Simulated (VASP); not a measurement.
# Hg in VASP: notebook

The runs below take Hg through single point, relaxation of cell and atoms, with PBE.

Everything below comes from runs of VASP 6.6.1. Logs are shortened: lines on timing, memory, paths and dates and some standing lists are left out, and cuts for length are marked.

## Step 1: The cell of the first run

Symmetry: P6_3/mmc, No. 194, hexagonal system. Conventional cell: a = 3.595 Å, b = 3.595 Å, c = 5.612 Å, α = 90.00°, β = 90.00°, γ = 120.00°. Within 4.6 Å of Hg (site symmetry -6m2) lie 12 Hg at 3.49 to 3.59 Å.

## Step 2: Single point, PBE

INCAR

```
PREC = Accurate
ENCUT = 520
EDIFF = 1E-6
ISMEAR = 0
SIGMA = 0.02
LREAL = False
LASPH = True
NELM = 100
ALGO = Normal
ISIF = 2
LWAVE = False
LCHARG = True
GGA = PE
LELF = True
LVHAR = True
NBANDS = 19
```

KPOINTS

```
Automatic mesh
0
Gamma
  12 12 6
```

POSCAR

```
Hg
1.0
    3.5945712383      0.0000000000      0.0000000000
   -1.7972856192      3.1129900081      0.0000000000
    0.0000000000      0.0000000000      5.6122515668
Hg
2
Direct
    0.6666666667      0.3333333333      0.7500000000
    0.3333333333      0.6666666667      0.2500000000
```

Potentials or basis: VASP PAW PBE potentials, release 64 (Hg).

Launch:

```
> cat potpaw_PBE.64/Hg/POTCAR > POTCAR
> mpirun -np 1 vasp_std > vasp.out
```

OUTCAR:

```text
PREC = Accurate
   ENCUT = 520
   EDIFF = 1E-6
   ISMEAR = 0
   LREAL = False
   LASPH = True
   NELM = 100
   ISIF = 2
   GGA = PE

 ion  position               nearest neighbor table
   1  0.667  0.333  0.750-   2 3.49   2 3.49   2 3.49   2 3.49   2 3.49   2 3.49
   2  0.333  0.667  0.250-   1 3.49   1 3.49   1 3.49   1 3.49   1 3.49   1 3.49

  LATTYP: Found a hexagonal cell.
 ALAT       =     3.5945712383
 C/A-ratio  =     1.5613132123

  Lattice vectors:

 A1 = (   3.5945712383,   0.0000000000,   0.0000000000)
 A2 = (  -1.7972856192,   3.1129900081,   0.0000000000)
 A3 = (   0.0000000000,   0.0000000000,   5.6122515668)

Analysis of symmetry for initial positions (statically):
=====================================================================
 Subroutine PRICEL returns:
 Original cell was already a primitive cell.

 Routine SETGRP: Setting up the symmetry group for a
 hexagonal supercell.

 Subroutine GETGRP returns: Found 24 space group operations
 (whereof 12 operations were pure point group operations)
 out of a pool of 24 trial point group operations.

The static configuration has the point symmetry D_3d.
 The point group associated with its full space group is D_6h.

Analysis of symmetry for dynamics (positions and initial velocities):
=====================================================================
 Subroutine PRICEL returns:
 Original cell was already a primitive cell.

 Routine SETGRP: Setting up the symmetry group for a
 hexagonal supercell.

 Subroutine GETGRP returns: Found 24 space group operations
 (whereof 12 operations were pure point group operations)
 out of a pool of 24 trial point group operations.

The dynamic configuration has the point symmetry D_3d.
 The point group associated with its full space group is D_6h.

 Subroutine INISYM returns: Found 24 space group operations
 (whereof 12 operations are pure point group operations),
 and found     1 'primitive' translations

----------------------------------------------------------------------------------------

                                     Primitive cell

  volume of cell :      62.8003

  direct lattice vectors                    reciprocal lattice vectors
     3.594571238  0.000000000  0.000000000     0.278197296  0.160617284  0.000000000
    -1.797285619  3.112990008  0.000000000     0.000000000  0.321234568  0.000000000
     0.000000000  0.000000000  5.612251567     0.000000000  0.000000000  0.178181606

  length of vectors
     3.594571238  3.594571238  5.612251567     0.321234568  0.321234568  0.178181606

  position of ions in fractional coordinates (direct lattice)
     0.666666667  0.333333333  0.750000000
     0.333333333  0.666666667  0.250000000

  ion indices of the primitive-cell ions
   primitive index   ion index
                 1           1
                 2           2

----------------------------------------------------------------------------------------

 KPOINTS: Automatic mesh

Automatic generation of k-mesh.
 Grid dimensions read from file:
 generate k-points for:   12   12    6

 Generating k-lattice:

  Cartesian coordinates                     Fractional coordinates (reciprocal lattice)
     0.023183108  0.013384774  0.000000000     0.083333333 -0.000000000  0.000000000
     0.000000000  0.026769547  0.000000000     0.000000000  0.083333333  0.000000000
     0.000000000  0.000000000  0.029696934     0.000000000  0.000000000  0.166666667

  Length of vectors
     0.026769547  0.026769547  0.029696934

  Shift w.r.t. Gamma in fractional coordinates (k-lattice)
     0.000000000  0.000000000  0.000000000

 Subroutine IBZKPT returns following result:
 ===========================================

 Found     76 irreducible k-points:

 Following reciprocal coordinates:
            Coordinates               Weight
  0.000000  0.000000  0.000000      1.000000
  0.083333  0.000000  0.000000      6.000000
  0.166667  0.000000  0.000000      6.000000
  0.250000  0.000000  0.000000      6.000000
  0.333333  0.000000  0.000000      6.000000
  0.416667 -0.000000  0.000000      6.000000
[... 16 lines left out ...]
  0.250000  0.000000  0.166667     12.000000
  0.333333  0.000000  0.166667     12.000000
 [... further k-points ...]
   k-points           NKPTS =     76   k-points in BZ     NKDIM =     76   number of bands    NBANDS=     19
   number of dos      NEDOS =    301   number of ions     NIONS =      2
   total plane-waves  NPLWV =  32928
   dimension x,y,z NGX =    28 NGY =   28 NGZ =   42
   dimension x,y,z NGXF=    56 NGYF=   56 NGZF=   84
   ions per type =               2
   NGX,Y,Z   is equivalent  to a cutoff of  12.95, 12.95, 12.44 a.u.
   NGXF,Y,Z  is equivalent  to a cutoff of  25.90, 25.90, 24.88 a.u.
 SYSTEM =  unknown system
   PREC   = accura    normal or accurate (medium, high low for compatibility)
   ISTART =      0    job   : 0-new  1-cont  2-samecut
   ICHARG =      2    charge: 1-file 2-atom 10-const
   ISPIN  =      1    spin polarized calculation?
   LNONCOLLINEAR =      F non collinear calculations
   LSORBIT =      F    spin-orbit coupling
   LASPH  =      T    aspherical Exc in radial PAW
   ENCUT  =  520.0 eV  38.22 Ry    6.18 a.u.   6.68  6.68 10.44*2*pi/ulx,y,z
   NELM   =    100;   NELMIN=  2; NELMDL= -5     # of ELM steps
   EDIFF  = 0.1E-05   stopping-criterion for ELM
   LREAL  =      F    real-space projection
   EDIFFG = 0.1E-04   stopping-criterion for IOM
   NSW    =      0    number of steps for IOM
   IBRION =     -1    ionic relax: 0-MD 1-quasi-New 2-CG
   NFREE  =      0    steps in history (QN), initial steepest desc. (CG)
   ISIF   =      2    stress and relaxation
   ISYM   =      2    0-nonsym 1-usesym 2-fastsym
   POTIM  = 0.5000    time-step for ionic-motion
   TEBEG  =    0.0;   TEEND  =   0.0 temperature during run
   PSTRESS=    0.0 pullay stress
   NELECT =      24.0000    total number of electrons
   NUPDOWN=      -1.0000    fix difference up-down
   EMIN   =  10.00;   EMAX   =-10.00  energy-range for DOS
   EFERMI =   0.00;   METHOD = LEGACY
   ISMEAR =     0;   SIGMA  =   0.02  broadening in eV -4-tet -1-fermi 0-gaus
   EFERMI_NEDOS =   21; number of points for ismear=-14 and -15
   IALGO  =     38    algorithm
   IMIX   =      4    mixing-type and parameters
     AMIX     =   0.40;   BMIX     =  1.00
     AMIX_MAG =   1.60;   BMIX_MAG =  1.00
  volume/ion in A,a.u.               =      31.40       211.90
  Fermi-wavevector in a.u.,A,eV,Ry     =   1.188022  2.245037 19.203222  1.411397
  Thomas-Fermi vector in A             =   2.324161
   LORBIT       =      0    0 simple, 1 ext, 2 COOP (PROOUT), +10 PAW based schemes
   GGA     = PE    functional components
   LHFCALC =     F    Hartree Fock is set to
   AEXX    =    0.0000 exact exchange contribution
   IVDW    =     0    specifies the selected vdW correction
   LEPSILON=     F    determine dielectric tensor
   LRPA    =     F    only Hartree local field effects (RPA)
 non-spin polarized calculation
 Gauss-broadening in eV      SIGMA  =   0.02
  energy-cutoff  :      520.00
  volume of cell :       62.80
 maximum number of plane-waves:      1725
 NGX is ok and might be reduce to    28

 number of electron      24.0000005 magnetization

 Free energy of the ion-electron system (eV)
  ---------------------------------------------------
  ext. energy  EPLUGINS =         0.00000000
  ---------------------------------------------------
  free energy    TOTEN  =        -0.37637264 eV

  energy without entropy =       -0.37637264  energy(sigma->0) =       -0.37637264

 E-fermi :   0.2987     XC(G=0):  -9.3234

 val. band max:        0.1505521395   @ k =   0.2500   0.1667   0.0000
 cond. band min:       0.4984738690   @ k =   0.0000   0.0000   0.0000
 fundamental gap:      0.3479217295
 Fermi energy:         0.2986997990

 k-point     1 :       0.0000    0.0000    0.0000
  band No.  band energies     occupation
      1      -6.1892      2.00000
      2      -5.8786      2.00000
      3      -5.3909      2.00000
      4      -5.3909      2.00000
      5      -5.3717      2.00000
      6      -5.3103      2.00000
[... 11 lines left out ...]
     18      12.7793      0.00000
     19      13.4269      0.00000

 k-point     2 :       0.0833    0.0000    0.0000
  band No.  band energies     occupation
      1      -6.0770      2.00000
      2      -5.8381      2.00000
      3      -5.4366      2.00000
      4      -5.3560      2.00000
      5      -5.3227      2.00000
      6      -5.3061      2.00000
[... 11 lines left out ...]
     18      13.5064      0.00000
     19      13.9627      0.00000

 k-point     3 :       0.1667    0.0000    0.0000
  band No.  band energies     occupation
      1      -5.8077      2.00000
      2      -5.7576      2.00000
      3      -5.4462      2.00000
      4      -5.3643      2.00000
      5      -5.3364      2.00000
      6      -5.3133      2.00000
[... 11 lines left out ...]
     18      12.6139      0.00000
     19      13.0183      0.00000

 k-point     4 :       0.2500    0.0000    0.0000
  band No.  band energies     occupation
      1      -5.7535      2.00000
      2      -5.6681      2.00000
      3      -5.4782      2.00000
      4      -5.3936      2.00000
      5      -5.3484      2.00000
      6      -5.2183      2.00000
[... 407 lines left out ...]
     18      12.4821      0.00000
     19      12.7030      0.00000

 k-point    23 :       0.2500    0.0000    0.1667
  band No.  band energies     occupation
      1      -5.7394      2.00000
      2      -5.6819      2.00000
      3      -5.4544      2.00000
      4      -5.3761      2.00000
      5      -5.3578      2.00000
      6      -5.2354      2.00000
[... 11 lines left out ...]
     18      11.8444      0.00000
     19      12.0522      0.00000

 k-point    24 :       0.3333    0.0000    0.1667
  band No.  band energies     occupation
      1      -5.7990      2.00000
      2      -5.7555      2.00000
      3      -5.5070      2.00000
      4      -5.4119      2.00000
      5      -5.3274      2.00000
      6      -5.2248      2.00000
[... 11 lines left out ...]
     18      11.1898      0.00000
     19      11.4116      0.00000

 [... further k-points ...]

------------------------ aborting loop because EDIFF is reached ----------------------------------------

  FORCE on cell =-STRESS in cart. coord.  units (eV):
  Direction    XX          YY          ZZ          XY          YZ          ZX
  --------------------------------------------------------------------------------------
  -------------------------------------------------------------------------------------
  Total        0.0082840      0.0082840      0.0165945     -0.0000000     -0.0000000      0.0000000
  in kB        0.2113437      0.2113437      0.4233629     -0.0000000     -0.0000000      0.0000000
  external PRESSURE =       0.2820167 kB  Pullay stress =       0.0000000 kB

 VOLUME and BASIS-vectors are now :
 -----------------------------------------------------------------------------
  energy-cutoff  :      520.00
  volume of cell :       62.80
      direct lattice vectors                 reciprocal lattice vectors
     3.594571238  0.000000000  0.000000000     0.278197296  0.160617284  0.000000000
    -1.797285619  3.112990008  0.000000000     0.000000000  0.321234568  0.000000000
     0.000000000  0.000000000  5.612251567     0.000000000  0.000000000  0.178181606

 POSITION                                       TOTAL-FORCE (eV/Angst)
 -----------------------------------------------------------------------------------
      1.79729      1.03766      4.20919         0.000000     -0.000000      0.000000
     -0.00000      2.07533      1.40306        -0.000000      0.000000      0.000000
 -----------------------------------------------------------------------------------
    total drift:                               -0.000000      0.000000     -0.000000

  FREE ENERGIE OF THE ION-ELECTRON SYSTEM (eV)
  ---------------------------------------------------
  free  energy   TOTEN  =        -0.3763726435 eV

  energy  without entropy=       -0.3763726435  energy(sigma->0) =       -0.37637264
```

Run time: 24 s. Hardware: 1 thread of Intel Xeon 6975P-C (Granite Rapids), shared host; peak memory 0.21 GiB.

Results:

| Item | Value |
| --- | --- |
| Free energy | -0.3764 eV |
| Pressure | 0.0 GPa |
| Band gap on the k mesh | 0.35 eV, indirect (least direct gap 1.36 eV) |

Caveat: spin-orbit coupling is left out, which moves the levels of the heavy elements. A k mesh can miss the band edges.

## Step 3: Relaxation of cell and atoms, PBE

This run uses another cell than the first one: it holds 4 atoms, not 2.

INCAR

```
PREC     = Accurate       # precision mode
ENCUT    = 600            # plane-wave cutoff, eV
EDIFF    = 1E-7           # SCF threshold, eV
ISMEAR   = 0              # smearing method
SIGMA    = 0.1            # smearing width, eV
LREAL    = False          # projectors in reciprocal space
LASPH    = True           # aspherical terms in the spheres
NELM     = 100            # most SCF steps
ALGO     = Normal         # electronic algorithm
ISIF     = 3              # what is computed and relaxed
LWAVE    = False          # write WAVECAR
LCHARG   = False          # write CHGCAR
GGA      = PE             # functional
IBRION   = 2              # ionic algorithm
NSW      = 100            # ionic steps
EDIFFG   = -0.01          # ionic threshold
```

KPOINTS

```
regular mesh
0
Gamma
  15 15 4
```

POSCAR

```
Hg
1.0
    3.4419409895      0.0000000000      0.0000000000
   -1.7209704948      2.9808083353      0.0000000000
    0.0000000000      0.0000000000     11.0623313100
Hg
4
Direct
    0.0000000000      0.0000000000      0.0000000000
    0.3333333300      0.6666666700      0.2500000000
    0.0000000000      0.0000000000      0.5000000000
    0.6666666700      0.3333333300      0.7500000000
```

Potentials or basis: VASP PAW PBE potentials, release 64 (Hg).

Launch:

```
> cat potpaw_PBE.64/Hg/POTCAR > POTCAR
> mpirun -np 1 vasp_std > vasp.out
```

OUTCAR:

```text
PREC = Accurate
   ENCUT = 600
   EDIFF = 1E-7
   ISMEAR = 0
   LREAL = False
   LASPH = True
   NELM = 100
   ISIF = 3
   GGA = PE
   IBRION = 2
   NSW = 100
   EDIFFG = -0.01

 ion  position               nearest neighbor table
   1  0.000  0.000  0.000-   2 3.41   4 3.41   4 3.41   2 3.41   4 3.41   2 3.41
   2  0.333  0.667  0.250-   1 3.41   3 3.41   1 3.41   3 3.41   1 3.41   3 3.41
   3  0.000  0.000  0.500-   2 3.41   4 3.41   4 3.41   2 3.41   4 3.41   2 3.41
   4  0.667  0.333  0.750-   1 3.41   3 3.41   1 3.41   3 3.41   1 3.41   3 3.41

  LATTYP: Found a hexagonal cell.
 ALAT       =     3.4419409895
 C/A-ratio  =     3.2139805254

  Lattice vectors:

 A1 = (   3.4419409895,   0.0000000000,   0.0000000000)
 A2 = (  -1.7209704948,   2.9808083353,   0.0000000000)
 A3 = (   0.0000000000,   0.0000000000,  11.0623313100)

[... 380 lines left out ...]
  free energy    TOTEN  =        -0.73668719 eV

  energy without entropy =       -0.73664499  energy(sigma->0) =       -0.73666609

 E-fermi :   0.3436     XC(G=0):  -9.2884

 val. band max:        0.1575936227   @ k =   0.2667   0.2000   0.0000
 cond. band min:       0.4605231547   @ k =   0.0000   0.0000   0.0000
 fundamental gap:      0.3029295320
 Fermi energy:         0.3436280510

 k-point     1 :       0.0000    0.0000    0.0000
  band No.  band energies     occupation
      1      -6.1839      2.00000
      2      -5.8969      2.00000
      3      -5.7080      2.00000
      4      -5.7016      2.00000
      5      -5.4890      2.00000
      6      -5.4890      2.00000
[... 733 lines left out ...]
     27       3.1097      0.00000
     28       3.7944      0.00000

 [... further k-points ...]

------------------------ aborting loop because EDIFF is reached ----------------------------------------

  FORCE on cell =-STRESS in cart. coord.  units (eV):
  Direction    XX          YY          ZZ          XY          YZ          ZX
  --------------------------------------------------------------------------------------
  -------------------------------------------------------------------------------------
  Total       -0.0121889     -0.0121889      0.0207059      0.0000000      0.0000000      0.0000000
  in kB       -0.1544286     -0.1544286      0.2623361      0.0000000      0.0000000      0.0000000
  external PRESSURE =      -0.0155071 kB  Pullay stress =       0.0000000 kB
[... 19 lines left out ...]
  FREE ENERGIE OF THE ION-ELECTRON SYSTEM (eV)
  ---------------------------------------------------
  free  energy   TOTEN  =        -0.7366871926 eV

  energy  without entropy=       -0.7366449889  energy(sigma->0) =       -0.73666609

 reached required accuracy - stopping structural energy minimisation
```

CONTCAR:

```text
Hg
   1.00000000000000
     3.5961950714321462   -0.0000000000026112   -0.0000000000000000
    -1.7980975357705757    3.1143962889009256    0.0000000000000000
    -0.0000000000000000   -0.0000000000000000   11.2909144709101721
  Hg
     4
Direct
     0.0000000000000000    0.0000000000000000    0.0000000000000000
     0.3333333300000021    0.6666666699999979    0.2500000000000000
     0.0000000000000000    0.0000000000000000    0.5000000000000000
     0.6666666699999979    0.3333333300000021    0.7500000000000000

  0.00000000E+00  0.00000000E+00  0.00000000E+00
  0.00000000E+00  0.00000000E+00  0.00000000E+00
  0.00000000E+00  0.00000000E+00  0.00000000E+00
  0.00000000E+00  0.00000000E+00  0.00000000E+00
```

Wall time 21 min (1 thread of Intel Xeon Platinum 8488C (Sapphire Rapids), shared host); peak memory 0.42 GiB.

Results:

```
Free energy                            : -0.7367 eV
Relaxed volume                         : 31.61 Å³/atom
Relaxed cell                           : a = 3.596 Å, b = 3.596 Å, c = 11.291 Å, α = 90.00°, β = 90.00°, γ = 120.00°
Space group after relaxing (to 0.05 Å) : P6_3/mmc (No. 194)
Energy gained by relaxing              : 9.3 meV/atom
Ionic steps                            : 11
Pressure after relaxing                : 0.0 GPa
Band gap on the k mesh                 : 0.30 eV, indirect (least direct gap 0.86 eV)
```

Step by step:
```csv
step,energy change (eV),largest force (eV/Å),pressure (GPa),volume (Å³)
1,0.0000,0.0000,1.00,113.50
2,-0.0159,0.0000,0.72,116.43
3,-0.0365,0.0000,0.06,125.12
4,-0.0367,0.0000,0.03,126.16
5,-0.0365,0.0000,-0.03,127.37
6,-0.0367,0.0000,-0.04,126.85
7,-0.0367,0.0000,-0.02,126.50
8,-0.0369,0.0000,-0.02,126.50
9,-0.0371,0.0000,-0.03,126.48
10,-0.0371,0.0000,0.00,126.43
11,-0.0373,0.0000,0.00,126.46
```

Final structure:
```
Hg
1.0
     3.59620    0.00000    0.00000
    -1.79810    3.11440    0.00000
     0.00000    0.00000   11.29091
Hg
4
Direct
  0.00000 0.00000 0.00000
  0.33333 0.66667 0.25000
  0.00000 0.00000 0.50000
  0.66667 0.33333 0.75000
```

Levels at points of the mesh, in eV from the valence-band top:
| k point | band 20 | band 21 | band 22 | band 23 | band 24 | band 25 | band 26 | band 27 | band 28 |
| --- | --- | --- | --- | --- | --- | --- | --- | --- | --- |
| (0.00, 0.00, 0.00) | -4.99 | -4.99 | -4.79 | -4.79 | -1.11 | 0.30 | 6.54 | 6.55 | 10.40 |
| (0.00, 0.00, 0.50) | -5.05 | -5.05 | -5.05 | -3.01 | -3.01 | 2.85 | 2.85 | 10.66 | 10.66 |

Caveat: spin-orbit coupling is left out, which moves the levels of the heavy elements.

[end of part 1 of 2]
